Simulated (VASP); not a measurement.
# BeSe (F-43m) in VASP: a series of runs

BeSe is run at these levels: PBE+D4; tasks: single point, relaxation of cell and atoms.

Everything below comes from runs of VASP 6.6.1. Logs are shortened: lines on timing, memory, paths and dates and some standing lists are left out, and cuts for length are marked.

**1. The cell of the first run**

It takes space group F-43m (No. 216, cubic). The conventional cell has a = 5.123 Å, b = 5.123 Å, c = 5.123 Å, α = 90.00°, β = 90.00°, γ = 90.00°. Be (site symmetry -43m) has 4 Se at 2.22 Å within 2.9 Å. Se (site symmetry -43m) has 4 Be at 2.22 Å within 2.9 Å.

**2. Single point, PBE+D4**

File INCAR:

```
SYSTEM = BeSe
PREC = Accurate
ENCUT = 600
EDIFF = 1E-6
ISMEAR = -1
SIGMA = 0.01
LREAL = .FALSE.
LASPH = .TRUE.
NELM = 120
ALGO = Normal
ISIF = 2
LWAVE = .FALSE.
LCHARG = .FALSE.
GGA = PE
IVDW = 13
NBANDS = 26
GGA_COMPAT = .FALSE.
```

File KPOINTS:

```
Automatic mesh
0
G
  4 4 4
  0 0 0
```

File POSCAR:

```
BeSe
1.0
    5.1228672748      0.0000000000      0.0000000000
    0.0000000000      5.1228672748      0.0000000000
    0.0000000000      0.0000000000      5.1228672748
Be Se
4 4
Direct
    0.0000000000      0.0000000000      0.0000000000
    0.0000000000      0.5000000000      0.5000000000
    0.5000000000      0.0000000000      0.5000000000
    0.5000000000      0.5000000000      0.0000000000
    0.2500000000      0.2500000000      0.2500000000
    0.2500000000      0.7500000000      0.7500000000
    0.7500000000      0.2500000000      0.7500000000
    0.7500000000      0.7500000000      0.2500000000
```

Potentials or basis: VASP PAW PBE potentials, release 64 (Be, Se).

Launch:

```bash
> cat potpaw_PBE.64/Be/POTCAR potpaw_PBE.64/Se/POTCAR > POTCAR
> mpirun -np 1 vasp_std > vasp.out
```

OUTCAR:

```text
SYSTEM = BeSe
   PREC = Accurate
   ENCUT = 600
   EDIFF = 1E-6
   ISMEAR = -1
   LREAL = .FALSE.
   LASPH = .TRUE.
   NELM = 120
   ISIF = 2
   GGA = PE
   IVDW = 13

 ion  position               nearest neighbor table
   1  0.000  0.000  0.000-   5 2.22   6 2.22   7 2.22   8 2.22
   2  0.000  0.500  0.500-   5 2.22   6 2.22   7 2.22   8 2.22
   3  0.500  0.000  0.500-   5 2.22   6 2.22   7 2.22   8 2.22
   4  0.500  0.500  0.000-   5 2.22   6 2.22   7 2.22   8 2.22
   5  0.250  0.250  0.250-   1 2.22   2 2.22   3 2.22   4 2.22
   6  0.250  0.750  0.750-   1 2.22   2 2.22   3 2.22   4 2.22
   7  0.750  0.250  0.750-   1 2.22   2 2.22   3 2.22   4 2.22
   8  0.750  0.750  0.250-   1 2.22   2 2.22   3 2.22   4 2.22

  LATTYP: Found a simple cubic cell.
 ALAT       =     5.1228672748

  Lattice vectors:

 A1 = (   5.1228672748,   0.0000000000,   0.0000000000)
 A2 = (   0.0000000000,   5.1228672748,   0.0000000000)
 A3 = (   0.0000000000,   0.0000000000,   5.1228672748)

Analysis of symmetry for initial positions (statically):
=====================================================================
 Subroutine PRICEL returns following result:

  LATTYP: Found a face centered cubic cell.
 ALAT       =     5.1228672748

  Lattice vectors:

 A1 = (   2.5614336374,  -2.5614336374,   0.0000000000)
 A2 = (   2.5614336374,   0.0000000000,   2.5614336374)
 A3 = (   0.0000000000,  -2.5614336374,   2.5614336374)

   4 primitive cells build up your supercell.

 Routine SETGRP: Setting up the symmetry group for a
 simple cubic supercell.

 Subroutine GETGRP returns: Found 24 space group operations
 (whereof 24 operations were pure point group operations)
 out of a pool of 48 trial point group operations.

The static configuration has the point symmetry T_d .

Analysis of symmetry for dynamics (positions and initial velocities):
=====================================================================
 Subroutine PRICEL returns following result:

  LATTYP: Found a face centered cubic cell.
 ALAT       =     5.1228672748

  Lattice vectors:

 A1 = (   2.5614336374,  -2.5614336374,   0.0000000000)
 A2 = (   2.5614336374,   0.0000000000,   2.5614336374)
 A3 = (   0.0000000000,  -2.5614336374,   2.5614336374)

   4 primitive cells build up your supercell.

 Routine SETGRP: Setting up the symmetry group for a
 simple cubic supercell.

 Subroutine GETGRP returns: Found 24 space group operations
 (whereof 24 operations were pure point group operations)
 out of a pool of 48 trial point group operations.

The dynamic configuration has the point symmetry T_d .

 Subroutine INISYM returns: Found 24 space group operations
 (whereof 24 operations are pure point group operations),
 and found     4 'primitive' translations

----------------------------------------------------------------------------------------

                                     Primitive cell

  volume of cell :      33.6108

  direct lattice vectors                    reciprocal lattice vectors
     2.561433637 -2.561433637  0.000000000     0.195203183 -0.195203183 -0.195203183
     2.561433637  0.000000000  2.561433637     0.195203183  0.195203183  0.195203183
     0.000000000 -2.561433637  2.561433637    -0.195203183 -0.195203183  0.195203183

  length of vectors
     3.622414189  3.622414189  3.622414189     0.338101831  0.338101831  0.338101831

  position of ions in fractional coordinates (direct lattice)
     0.000000000  0.000000000  0.000000000
     0.750000000  0.750000000  0.750000000

  ion indices of the primitive-cell ions
   primitive index   ion index
                 1           1
                 2           5

----------------------------------------------------------------------------------------

 KPOINTS: Automatic mesh

Automatic generation of k-mesh.
 Grid dimensions read from file:
 generate k-points for:    4    4    4

 Generating k-lattice:

  Cartesian coordinates                     Fractional coordinates (reciprocal lattice)
     0.048800796  0.000000000  0.000000000     0.250000000  0.000000000  0.000000000
     0.000000000  0.048800796  0.000000000     0.000000000  0.250000000  0.000000000
     0.000000000  0.000000000  0.048800796     0.000000000  0.000000000  0.250000000

  Length of vectors
     0.048800796  0.048800796  0.048800796

  Shift w.r.t. Gamma in fractional coordinates (k-lattice)
     0.000000000  0.000000000  0.000000000

 Subroutine IBZKPT returns following result:
 ===========================================

 Found     10 irreducible k-points:

 Following reciprocal coordinates:
            Coordinates               Weight
  0.000000  0.000000  0.000000      1.000000
  0.250000  0.000000  0.000000      6.000000
  0.500000  0.000000  0.000000      3.000000
  0.250000  0.250000  0.000000     12.000000
  0.500000  0.250000  0.000000     12.000000
  0.500000  0.500000  0.000000      3.000000
  0.250000  0.250000  0.250000      8.000000
  0.500000  0.250000  0.250000     12.000000
  0.500000  0.500000  0.250000      6.000000
  0.500000  0.500000  0.500000      1.000000
   k-points           NKPTS =     10   k-points in BZ     NKDIM =     10   number of bands    NBANDS=     26
   number of dos      NEDOS =    301   number of ions     NIONS =      8
   total plane-waves  NPLWV =  74088
   dimension x,y,z NGX =    42 NGY =   42 NGZ =   42
   dimension x,y,z NGXF=    84 NGYF=   84 NGZF=   84
   ions per type =               4   4
   NGX,Y,Z   is equivalent  to a cutoff of  13.63, 13.63, 13.63 a.u.
   NGXF,Y,Z  is equivalent  to a cutoff of  27.26, 27.26, 27.26 a.u.
 SYSTEM =  BeSe
   PREC   = accura    normal or accurate (medium, high low for compatibility)
   ISTART =      0    job   : 0-new  1-cont  2-samecut
   ICHARG =      2    charge: 1-file 2-atom 10-const
   ISPIN  =      1    spin polarized calculation?
   LNONCOLLINEAR =      F non collinear calculations
   LSORBIT =      F    spin-orbit coupling
   LASPH  =      T    aspherical Exc in radial PAW
   ENCUT  =  600.0 eV  44.10 Ry    6.64 a.u.  10.23 10.23 10.23*2*pi/ulx,y,z
   NELM   =    120;   NELMIN=  2; NELMDL= -5     # of ELM steps
   EDIFF  = 0.1E-05   stopping-criterion for ELM
   LREAL  =      F    real-space projection
   EDIFFG = 0.1E-04   stopping-criterion for IOM
   NSW    =      0    number of steps for IOM
   IBRION =     -1    ionic relax: 0-MD 1-quasi-New 2-CG
   NFREE  =      0    steps in history (QN), initial steepest desc. (CG)
   ISIF   =      2    stress and relaxation
   ISYM   =      2    0-nonsym 1-usesym 2-fastsym
   POTIM  = 0.5000    time-step for ionic-motion
   TEBEG  =    0.0;   TEEND  =   0.0 temperature during run
   PSTRESS=    0.0 pullay stress
   NELECT =      32.0000    total number of electrons
   NUPDOWN=      -1.0000    fix difference up-down
   EMIN   =  10.00;   EMAX   =-10.00  energy-range for DOS
   EFERMI =   0.00;   METHOD = LEGACY
   ISMEAR =    -1;   SIGMA  =   0.01  broadening in eV -4-tet -1-fermi 0-gaus
   EFERMI_NEDOS =   21; number of points for ismear=-14 and -15
   IALGO  =     38    algorithm
   IMIX   =      4    mixing-type and parameters
     AMIX     =   0.40;   BMIX     =  1.00
     AMIX_MAG =   1.60;   BMIX_MAG =  1.00
  volume/ion in A,a.u.               =      16.81       113.41
  Fermi-wavevector in a.u.,A,eV,Ry     =   1.014562  1.917243 14.004954  1.029335
  Thomas-Fermi vector in A             =   2.147796
   LORBIT       =      0    0 simple, 1 ext, 2 COOP (PROOUT), +10 PAW based schemes
   GGA     = PE    functional components
   LHFCALC =     F    Hartree Fock is set to
   AEXX    =    0.0000 exact exchange contribution
   IVDW    =    13    specifies the selected vdW correction
   LEPSILON=     F    determine dielectric tensor
   LRPA    =     F    only Hartree local field effects (RPA)
 non-spin polarized calculation
  energy-cutoff  :      600.00
  volume of cell :      134.44
 maximum number of plane-waves:      4524
 NGX is ok and might be reduce to    42
   NGX = 21   NGY = 21   NGZ = 21

 number of electron      32.0000005 magnetization

 Free energy of the ion-electron system (eV)
  ---------------------------------------------------
  ext. energy  EPLUGINS =         0.00000000
  ---------------------------------------------------
  free energy    TOTEN  =       -35.39728104 eV

  energy without entropy =      -35.39728104  energy(sigma->0) =      -35.39728104

 E-fermi :   3.6918     XC(G=0):  -9.4812

 val. band max:        3.4775964297   @ k =   0.0000   0.0000   0.0000
 cond. band min:       6.0717112419   @ k =   0.0000   0.0000   0.0000
 fundamental gap:      2.5941148122
 Fermi energy:         3.6918162043

 k-point     1 :       0.0000    0.0000    0.0000
  band No.  band energies     occupation
      1     -10.4029      2.00000
      2      -8.5553      2.00000
      3      -8.5553      2.00000
      4      -8.5553      2.00000
      5      -1.6672      2.00000
      6      -1.6672      2.00000
[... 18 lines left out ...]
     25       8.4844      0.00000
     26       8.4844      0.00000

 k-point     2 :       0.2500    0.0000    0.0000
  band No.  band energies     occupation
      1     -10.1944      2.00000
      2      -8.9165      2.00000
      3      -8.5369      2.00000
      4      -8.5369      2.00000
      5      -1.4354      2.00000
      6      -1.4354      2.00000
[... 18 lines left out ...]
     25       9.4619      0.00000
     26       9.4619      0.00000

 k-point     3 :       0.5000    0.0000    0.0000
  band No.  band energies     occupation
      1      -9.6253      2.00000
      2      -9.6253      2.00000
      3      -8.5184      2.00000
      4      -8.5184      2.00000
      5      -0.9837      2.00000
      6      -0.9837      2.00000
[... 18 lines left out ...]
     25      10.8500      0.00000
     26      10.8500      0.00000

 k-point     4 :       0.2500    0.2500    0.0000
  band No.  band energies     occupation
      1      -9.9990      2.00000
      2      -8.8441      2.00000
      3      -8.8441      2.00000
      4      -8.5725      2.00000
      5      -1.2366      2.00000
      6      -1.1172      2.00000
[... 18 lines left out ...]
     25      10.3241      0.00000
     26      10.7754      0.00000

 k-point     5 :       0.5000    0.2500    0.0000
  band No.  band energies     occupation
      1      -9.4743      2.00000
      2      -9.4743      2.00000
      3      -8.6897      2.00000
      4      -8.6897      2.00000
      5      -1.2101      2.00000
      6      -1.2101      2.00000
[... 18 lines left out ...]
     25      10.3262      0.00000
     26      10.3262      0.00000

 k-point     6 :       0.5000    0.5000    0.0000
  band No.  band energies     occupation
      1      -9.0928      2.00000
      2      -9.0928      2.00000
      3      -9.0928      2.00000
      4      -9.0928      2.00000
      5      -1.0430      2.00000
      6      -1.0430      2.00000
[... 18 lines left out ...]
     25      11.0439      0.00000
     26      11.0439      0.00000

 k-point     7 :       0.2500    0.2500    0.2500
  band No.  band energies     occupation
      1      -9.8203      2.00000
      2      -8.8174      2.00000
      3      -8.8174      2.00000
      4      -8.8174      2.00000
      5      -1.4980      2.00000
      6      -1.4980      2.00000
[... 18 lines left out ...]
     25      10.6237      0.00000
     26      11.6352      0.00000

 k-point     8 :       0.5000    0.2500    0.2500
  band No.  band energies     occupation
      1      -9.3515      2.00000
      2      -9.3515      2.00000
      3      -8.7900      2.00000
      4      -8.7900      2.00000
      5      -1.8095      2.00000
      6      -1.8095      2.00000
[... 18 lines left out ...]
     25      10.4561      0.00000
     26      10.4561      0.00000

 k-point     9 :       0.5000    0.5000    0.2500
  band No.  band energies     occupation
      1      -9.0602      2.00000
      2      -9.0602      2.00000
      3      -9.0602      2.00000
      4      -9.0602      2.00000
      5      -1.8517      2.00000
      6      -1.8517      2.00000
[... 18 lines left out ...]
     25       9.9171      0.00000
     26       9.9171      0.00000

 k-point    10 :       0.5000    0.5000    0.5000
  band No.  band energies     occupation
      1      -9.0266      2.00000
      2      -9.0266      2.00000
      3      -9.0266      2.00000
      4      -9.0266      2.00000
      5      -2.3109      2.00000
      6      -2.3109      2.00000
[... 18 lines left out ...]
     25       9.4467      0.00000
     26       9.4467      0.00000

------------------------ aborting loop because EDIFF is reached ----------------------------------------

  DFT-D4 for vdW energy calculation

  Edisp (eV):   -2.23408

  FORCE on cell =-STRESS in cart. coord.  units (eV):
  Direction    XX          YY          ZZ          XY          YZ          ZX
  --------------------------------------------------------------------------------------
  -------------------------------------------------------------------------------------
  Total       0.19261     0.19261     0.19261     0.00000    -0.00000     0.00000
  in kB       2.29537     2.29537     2.29537     0.00000    -0.00000     0.00000
  external pressure =        2.30 kB  Pullay stress =        0.00 kB

 VOLUME and BASIS-vectors are now :
 -----------------------------------------------------------------------------
  energy-cutoff  :      600.00
  volume of cell :      134.44
      direct lattice vectors                 reciprocal lattice vectors
     5.122867275  0.000000000  0.000000000     0.195203183  0.000000000  0.000000000
     0.000000000  5.122867275  0.000000000     0.000000000  0.195203183  0.000000000
     0.000000000  0.000000000  5.122867275     0.000000000  0.000000000  0.195203183

 POSITION                                       TOTAL-FORCE (eV/Angst)
 -----------------------------------------------------------------------------------
      0.00000      0.00000      0.00000         0.000000      0.000000      0.000000
      0.00000      2.56143      2.56143         0.000000     -0.000000      0.000000
      2.56143      0.00000      2.56143         0.000000     -0.000000      0.000000
      2.56143      2.56143      0.00000         0.000000     -0.000000      0.000000
      1.28072      1.28072      1.28072         0.000000      0.000000      0.000000
      1.28072      3.84215      3.84215        -0.000000     -0.000000     -0.000000
      3.84215      1.28072      3.84215         0.000000      0.000000     -0.000000
      3.84215      3.84215      1.28072        -0.000000     -0.000000     -0.000000
 -----------------------------------------------------------------------------------
    total drift:                                0.000000     -0.000000     -0.000000

  FREE ENERGIE OF THE ION-ELECTRON SYSTEM (eV)
  ---------------------------------------------------
  free  energy   TOTEN  =       -37.6313638602 eV

  energy  without entropy=      -37.6313638602  energy(sigma->0) =      -37.63136386
```

Run time: 21 s. Hardware: 1 thread of Intel Xeon 6975P-C (Granite Rapids), shared host; peak memory 0.26 GiB.

Results:

* Free energy: -37.6314 eV
* Pressure: 0.2 GPa
* Band gap on the k mesh: 2.59 eV
* Dispersion energy per atom: -0.279 eV

Levels at points of the mesh, in eV from the valence-band top:
| k point | band 14 | band 15 | band 16 | band 17 | band 18 | band 19 |
| --- | --- | --- | --- | --- | --- | --- |
| (0.00, 0.00, 0.00) | 0.00 | 0.00 | 0.00 | 2.59 | 2.59 | 2.59 |
| (0.50, 0.00, 0.00) | -1.67 | -1.67 | -1.67 | 3.76 | 3.76 | 5.81 |
| (0.50, 0.50, 0.00) | -1.17 | -1.17 | -1.17 | 5.08 | 5.08 | 5.08 |
| (0.50, 0.50, 0.50) | -1.10 | -1.10 | -1.10 | 4.38 | 4.38 | 4.38 |

**3. Relaxation of cell and atoms, PBE+D4**

This run uses another cell than the first one, of 16.29 Å³/atom.

File INCAR:

```
  PREC = Accurate
  ENCUT = 600
  EDIFF = 1E-7
  ISMEAR = -1
  SIGMA = 0.01
  LREAL = False
  LASPH = True
  NELM = 120
  ALGO = Normal
  ISIF = 3
  LWAVE = False
  LCHARG = False
  GGA = PE
  IVDW = 13
  IBRION = 2
  NSW = 60
  EDIFFG = -0.01
  GGA_COMPAT = False
  NELMIN = 4
```

File KPOINTS:

```
Automatic mesh
0
Gamma
  4 4 4
```

POSCAR: that of step 2 with these lines changed.

```diff
@@ -2,5 +2,5 @@
 1.0
-    5.1228672748      0.0000000000      0.0000000000
-    0.0000000000      5.1228672748      0.0000000000
-    0.0000000000      0.0000000000      5.1228672748
+    5.0700000000      0.0000000000      0.0000000000
+    0.0000000000      5.0700000000      0.0000000000
+    0.0000000000      0.0000000000      5.0700000000
 Be Se
```

Potentials or basis: VASP PAW PBE potentials, release 64 (Be, Se).

Launch:

```bash
> cat potpaw_PBE.64/Be/POTCAR potpaw_PBE.64/Se/POTCAR > POTCAR
> mpirun -np 1 vasp_std > vasp.out
```

Wall time 53 s (1 thread of Intel Xeon 6975P-C (Granite Rapids), shared host); peak memory 0.28 GiB.

Results (log left out):

```
Free energy                           : -37.6315 eV
Relaxed volume                        : 16.85 Å³/atom
Relaxed cell                          : a = 5.127 Å, b = 5.127 Å, c = 5.127 Å, α = 90.00°, β = 90.00°, γ = 90.00°
Space group after relaxing (to 0.1 Å) : F-43m (No. 216)
Energy gained by relaxing             : 5.0 meV/atom
Ionic steps                           : 3
Pressure after relaxing               : 0.0 GPa
Band gap on the k mesh                : 2.60 eV
Dispersion energy per atom            : -0.279 eV
```

The path:
| step | energy change (eV) | largest force (eV/Å) | pressure (GPa) | volume (Å³) |
| --- | --- | --- | --- | --- |
| 1 | 0.0000 | 0.0000 | 2.92 | 130.32 |
| 2 | -0.0371 | 0.0000 | -0.70 | 136.01 |
| 3 | -0.0398 | 0.0000 | 0.01 | 134.81 |

Final structure:
```
CELL_PARAMETERS angstrom
5.12749 0.00000 0.00000
0.00000 5.12749 0.00000
0.00000 0.00000 5.12749
ATOMIC_POSITIONS crystal
Be 0.00000 0.00000 0.00000
Be 0.00000 0.50000 0.50000
Be 0.50000 0.00000 0.50000
Be 0.50000 0.50000 0.00000
Se 0.25000 0.25000 0.25000
Se 0.25000 0.75000 0.75000
Se 0.75000 0.25000 0.75000
Se 0.75000 0.75000 0.25000
```

Levels at points of the mesh, in eV from the valence-band top:
| k point | band 12 | band 13 | band 14 | band 15 | band 16 | band 17 | band 18 | band 19 | band 20 | band 21 |
| --- | --- | --- | --- | --- | --- | --- | --- | --- | --- | --- |
| (0.00, 0.00, 0.00) | -2.69 | -2.69 | 0.00 | 0.00 | 0.00 | 2.60 | 2.60 | 2.60 | 4.20 | 4.20 |
| (0.50, 0.00, 0.00) | -2.96 | -1.67 | -1.67 | -1.67 | -1.67 | 3.76 | 3.76 | 5.80 | 5.80 | 6.15 |
| (0.50, 0.50, 0.00) | -3.18 | -1.17 | -1.17 | -1.17 | -1.17 | 5.08 | 5.08 | 5.08 | 5.08 | 7.11 |
| (0.50, 0.50, 0.50) | -1.09 | -1.09 | -1.09 | -1.09 | -1.09 | 4.37 | 4.37 | 4.37 | 4.37 | 5.97 |

A k mesh can miss the band edges.

(Continued in part 2 of 2.)
